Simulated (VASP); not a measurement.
The system is W.

```
W
1.0
     0.00000    2.03000    2.03000
     2.03000    0.00000    2.03000
     2.03000    2.03000    0.00000
W
1
Direct
  0.00000 0.00000 0.00000
```

Base run:

* Program: VASP 6.6.1
* Functional: revPBE
* Potentials or basis: VASP PAW PBE potentials, release 64 (W_sv)
* Cutoff: 520 eV
* k mesh: 9 × 9 × 9
* Occupations: fermi-dirac, width 0.15 eV
* Spin: no spin polarisation

Its results: band gap on the k mesh zero (band 7 reaches 12.66 eV, above the bottom of band 8 at 9.77 eV); pressure -1.8 GPa.

Task: The run is repeated on the same cell with these changes: functional from revPBE to PBE. What comes out?

Result: Band gap on the k mesh zero (band 7 reaches 12.62 eV, above the bottom of band 8 at 9.70 eV); pressure -4.3 GPa.

PBE binds more tightly than revPBE, so the same cell stands under less pressure.

Caveats: spin-orbit coupling is left out, which moves the levels of the heavy elements; the PAW data sets were made with another functional, which shifts forces and pressure a little (some runs).
